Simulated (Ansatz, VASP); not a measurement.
## One calculation of Pd, two programs

```
Pd
1.0
     0.00000    1.97727    1.97727
     1.97727    0.00000    1.97727
     1.97727    1.97727    0.00000
Pd
1
Direct
  0.00000 0.00000 0.00000
```

Alike in both runs: task single point; functional PBEsol; k mesh 18 × 18 × 18; occupations gaussian, width 0.1 eV; no spin polarisation.

```csv
,VASP,Ansatz
version,VASP 6.6.1,Ansatz 0.2.0
potentials or method,"VASP PAW PBE potentials, release 64 (Pd), cutoff 520 eV","scalar-relativistic, plane waves, PAW"
valence electrons in the cell,10,18
```

Ansatz gave:

- gap on the k mesh at the Fermi level (eV): none
- pressure (GPa): -10.6

Question: Which values does VASP return?

Answer: gap on the k mesh at the Fermi level (eV): none; pressure (GPa): -10.8.

VASP's potentials were made for PBE, not for PBEsol. A gap of «none» marks a metal or a gap that the smearing closes. VASP's potentials hold 10 valence electrons a cell and Ansatz's 18, so a difference there can come from the potentials and not from the codes.
